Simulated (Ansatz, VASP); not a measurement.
**Sb: VASP beside Ansatz**

The input INCAR:

```
SYSTEM = Sb
ALGO = Normal
EDIFF = 1E-6
ENCUT = 520
GGA = PE
ISIF = 2
ISMEAR = -1
LASPH = .TRUE.
LCHARG = .TRUE.
LELF = .TRUE.
LREAL = .FALSE.
LVHAR = .TRUE.
LWAVE = .FALSE.
NBANDS = 12
NELM = 80
PREC = Accurate
SIGMA = 0.1
```

File KPOINTS:

```
k-points
0
G
  9 9 9
  0 0 0
```

POSCAR

```
Sb
1.0
    0.0000000000      3.4511922569      3.4511922569
    3.4511922569      0.0000000000      3.4511922569
    3.4511922569      3.4511922569      0.0000000000
Sb
2
Direct
    0.1250000000      0.1250000000      0.1250000000
    0.8750000000      0.8750000000      0.8750000000
```

Input for Ansatz:

```yaml
crystal:
  lattice:
    - [0.0, 3.4511922569, 3.4511922569]
    - [3.4511922569, 0.0, 3.4511922569]
    - [3.4511922569, 3.4511922569, 0.0]
  atoms:
    - { symbol: Sb, position: [0.125, 0.125, 0.125] }
    - { symbol: Sb, position: [0.875, 0.875, 0.875] }
hamiltonian:
  xc: pbe
  pseudopotentials:
    kind: paw
    azcp:
      Sb: "pseudopotentials/Sb.paw.azcp"
basis:
  ecutwfc: 420
  fft_grid_basis: typed
kpoints:
  mp_grid: { grid: [9, 9, 9], shift: [0, 0, 0] }
magnetization:
  spin_polarized: false
scf:
  occupations: { method: fermi_dirac, width: 0.1 }
  lower_state_search: "off"
output:
  stress: true
```

Alike in both runs: task single point; functional PBE; k mesh 9 × 9 × 9; occupations fermi-dirac, width 0.1 eV; no spin polarisation.

|  | VASP | Ansatz |
| --- | --- | --- |
| version | VASP 6.6.1 | Ansatz 0.2.0 |
| potentials or method | VASP PAW PBE potentials, release 64 (Sb), cutoff 520 eV | plane waves (420 eV) with PAW, scalar-relativistic |
| valence electrons in the cell | 10 | 30 |

|  | VASP | Ansatz | Ansatz less VASP |
| --- | --- | --- | --- |
| pressure (GPa) | 1.4 | 1.3 | -0.03 |

With one functional, cell and mesh, what is left measures potentials, basis and numerics. VASP's potentials hold 10 valence electrons a cell and Ansatz's 30, so a difference there can come from the potentials and not from the codes.

Spin-orbit coupling is off throughout.
